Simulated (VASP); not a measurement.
Write the native input for VASP 6.6.1 that does the following.

- Task: single point
- Functional: PBE
- Potentials or basis: VASP PAW PBE potentials, release 64 (Ta_pv, Pb_d)
- Cutoff: 520 eV
- k mesh: 12 × 12 × 16
- Occupations: gaussian, width 0.1 eV
- Spin: no spin polarisation
- Dipole correction: no
- Further INCAR settings: ALGO = Fast; EDIFF = 1e-07; NBANDS = 26

The structure of TaPb2 lies in POSCAR:

```
TaPb2
1.0
    5.3939228862      0.0000000000      0.0000000000
   -2.6969614431      4.6712742455      0.0000000000
    0.0000000000      0.0000000000      2.9989203539
Ta Pb
1 2
Direct
    0.0000000000      0.0000000000      0.0000000000
    0.3333333333      0.6666666667      0.5000000000
    0.6666666667      0.3333333333      0.5000000000
```

One way to write it, as run:

INCAR

```
SYSTEM = TaPb2
PREC = Accurate
ENCUT = 520
EDIFF = 1E-7
ISMEAR = 0
SIGMA = 0.1
LREAL = .FALSE.
LASPH = .TRUE.
NELM = 60
ALGO = Fast
ISIF = 2
LWAVE = .FALSE.
LCHARG = .FALSE.
GGA = PE
NBANDS = 26
```

KPOINTS

```
Automatic mesh
0
G
  12 12 16
  0 0 0
```

Potentials or basis: VASP PAW PBE potentials, release 64 (Ta_pv, Pb_d).

Command:

```sh
$ cat potpaw_PBE.64/Ta_pv/POTCAR potpaw_PBE.64/Pb_d/POTCAR > POTCAR
$ mpirun -np 1 vasp_std > vasp.out
```

Results of the run:

The pressure is 0.0 GPa. The band gap on the k mesh is zero (an odd number of electrons rules out a gap without spin polarisation).

Caveat: spin-orbit coupling is left out, which moves the levels of the heavy elements.

Run time: 3.7 min on 1 thread of Intel(R) Xeon(R) 6975P-C (Granite Rapids), on a shared host, peak memory 0.42 GiB.
